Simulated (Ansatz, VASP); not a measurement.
**One calculation of CuO, two programs**

```
CELL_PARAMETERS angstrom
3.17550 0.00000 0.00000
0.00000 3.17550 0.00000
0.00000 0.00000 4.64953
ATOMIC_POSITIONS crystal
Cu 0.00000 0.00000 0.00000
Cu 0.50000 0.50000 0.00000
O 0.50000 0.00000 0.26700
O 0.00000 0.50000 0.73300
```

Alike in both runs: functional revPBE; k mesh 5 × 5 × 4; occupations fermi-dirac, width 0.05 eV; no spin polarisation.

|  | VASP | Ansatz |
| --- | --- | --- |
| version | VASP 6.6.1 | Ansatz 0.2.0 |
| potentials or method | VASP PAW PBE potentials, release 64 (Cu, O) | Ansatz PAW |
| plane-wave cutoff (eV) | 520 | 420 |
| valence electrons in the cell | 34 | 50 |
| task | single point | band structure |

|  | VASP | Ansatz | Ansatz less VASP |
| --- | --- | --- | --- |
| gap on the k mesh at the Fermi level (eV) | none | none | - |
| pressure (GPa) | 20.8 | 20.3 | -0.54 |
| traceless stress, the component that is largest in VASP (GPa) | -25.54 | -25.37 | +0.169 |
| rms of the force components (eV/Å) | 0.265 | 0.302 | +0.0366 |

VASP's potentials were made for PBE, not for revPBE. Atom by atom the forces differ by 0.037 eV/Å (rms over components). A gap of «none» marks a metal or a gap that the smearing closes. With one functional, cell and mesh, what is left measures potentials, basis and numerics. VASP's potentials hold 34 valence electrons a cell and Ansatz's 50, so a difference there can come from the potentials and not from the codes.

The k mesh is coarse, so the values compare programs but aren't converged.
